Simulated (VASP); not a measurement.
The system is ZnSe.

```
Zn Se
1.0
     4.10770    0.00000    0.00000
     0.00000    4.10770    0.00000
     0.00000    0.00000    6.07035
Zn Se
2 2
Direct
  0.00000 0.00000 0.00000
  0.50000 0.50000 0.00000
  0.00000 0.50000 0.24628
  0.50000 0.00000 0.75372
```

- Program: VASP 6.6.1
- Task: relaxation of cell and atoms
- Functional: PBEsol
- Dispersion: D3(BJ)
- Potentials or basis: VASP PAW PBE potentials, release 64 (Zn, Se)
- Cutoff: 600 eV
- k mesh: 6 × 6 × 4
- Occupations: gaussian, width 0.01 eV
- Spin: no spin polarisation

At the start: pressure -4.2 GPa; volume 25.61 Å³/atom.

**Question.** Where does the relaxation end?

**Answer.** Over 24 steps the energy falls by 71.7 meV/atom and the volume is 20.06 Å³/atom (-21.7 %); space group P4/nmm (No. 129, to 0.1 Å) before and after.

The path:
```tsv
step	energy change (eV)	largest force (eV/Å)	pressure (GPa)	volume (Å³)
1	0.0000	0.3377	-4.15	102.43
2	-0.0786	0.8839	1.87	92.90
3	-0.0985	0.4758	-0.25	95.66
4	-0.1183	0.4058	-0.16	94.42
5	-0.1458	0.2605	-0.15	92.04
6	-0.1518	0.0638	0.16	87.40
7	-0.1578	0.0802	0.02	89.33
8	-0.1801	0.0476	-0.17	88.23
9	-0.2376	0.0376	-0.44	84.86
10	-0.2723	0.2414	0.59	77.84
11	-0.2781	0.1009	0.17	80.50
12	-0.2792	0.1251	0.25	79.96
13	-0.2853	0.0296	-0.10	81.11
14	-0.2853	0.0182	-0.12	81.02
15	-0.2857	0.0656	0.26	80.59
16	-0.2857	0.0600	0.13	80.64
17	-0.2857	0.0627	0.24	80.61
18	-0.2859	0.0585	0.26	80.57
19	-0.2864	0.0470	0.14	80.47
20	-0.2868	0.0226	0.04	80.25
21	-0.2869	0.0165	0.01	80.19
22	-0.2869	0.0154	0.05	80.18
23	-0.2869	0.0053	-0.10	80.25
24	-0.2869	0.0081	0.00	80.23
```

Final structure:
```
CELL_PARAMETERS angstrom
4.01777 0.00000 0.00000
0.00000 4.01777 0.00000
0.00000 0.00000 4.97006
ATOMIC_POSITIONS crystal
Zn 0.00000 0.00000 0.00000
Zn 0.50000 0.50000 0.00000
Se 0.00000 0.50000 0.29539
Se 0.50000 0.00000 0.70461
```

Caveat: the volume moved by over 15 % at a fixed basis, so the end points are rough; the PAW data sets were made with another functional, which shifts forces and pressure a little.
